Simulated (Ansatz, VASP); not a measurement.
**Two plane-wave programs on In3Se**

INCAR

```
PREC     = Accurate       # precision mode
ENCUT    = 520            # plane-wave cutoff, eV
EDIFF    = 1E-6           # SCF threshold, eV
ISMEAR   = 0              # smearing method
SIGMA    = 0.15           # smearing width, eV
LREAL    = F              # projectors in reciprocal space
LASPH    = T              # aspherical terms in the spheres
NELM     = 100            # most SCF steps
ALGO     = Normal         # electronic algorithm
ISIF     = 2              # what is computed and relaxed
LWAVE    = F              # write WAVECAR
LCHARG   = F              # write CHGCAR
GGA      = PE             # functional
IVDW     = 12             # dispersion correction
NBANDS   = 30             # bands
```

The input KPOINTS:

```
regular mesh
0
Gamma
  8 8 8
```

File POSCAR:

```
In3Se
1.0
    4.3482495103     -0.1762803856      0.0000000000
   -0.1762803856      4.3482495103      0.0000000000
    0.0000000000      0.0000000000      4.7008102814
In Se
3 1
Direct
    0.0000000000      0.5000000000      0.5000000000
    0.5000000000      0.0000000000      0.5000000000
    0.5000000000      0.5000000000      0.0000000000
    0.0000000000      0.0000000000      0.0000000000
```

Input for Ansatz:

```yaml
crystal:
  lattice:
    - [4.3482495103, -0.1762803856, 0.0]
    - [-0.1762803856, 4.3482495103, 0.0]
    - [0.0, 0.0, 4.7008102814]
  atoms:
    - { symbol: In, position: [0.0, 0.5, 0.5] }
    - { symbol: In, position: [0.5, 0.0, 0.5] }
    - { symbol: In, position: [0.5, 0.5, 0.0] }
    - { symbol: Se, position: [0.0, 0.0, 0.0] }
basis:
  ecutwfc: 420
kpoints:
  mp_grid: { grid: [8, 8, 8] }
hamiltonian:
  xc: pbe
  pseudopotentials: { kind: paw, azcp: { folder: soft_1 } }
  dispersion: d3bj
scf:
  occupations: { method: gaussian, width: 0.15 }
output:
  forces: true
  stress: true
  eigenvalues: true
```

Change from the starting cell: engineering shear strain xy -0.0750, equal normal strain along x and y -0.0750.

Alike in both runs: task single point; functional PBE; dispersion D3(BJ); k mesh 8 × 8 × 8; occupations gaussian, width 0.15 eV; no spin polarisation.

```csv
,VASP,Ansatz
version,VASP 6.6.1,Ansatz 0.2.0
potentials or method,"VASP PAW PBE potentials, release 64 (In_d, Se), cutoff 520 eV","scalar-relativistic, plane waves, PAW"
valence electrons in the cell,45,55
```

|  | VASP | Ansatz | Ansatz less VASP |
| --- | --- | --- | --- |
| gap on the k mesh at the Fermi level (eV) | none | none | - |
| pressure (GPa) | 9.6 | 9.5 | -0.03 |
| traceless stress, the component that is largest in VASP (GPa) | 2.94 | 2.94 | -0.005 |

A gap of «none» marks a metal or a gap that the smearing closes. VASP's potentials hold 45 valence electrons a cell and Ansatz's 55, so a difference there can come from the potentials and not from the codes.
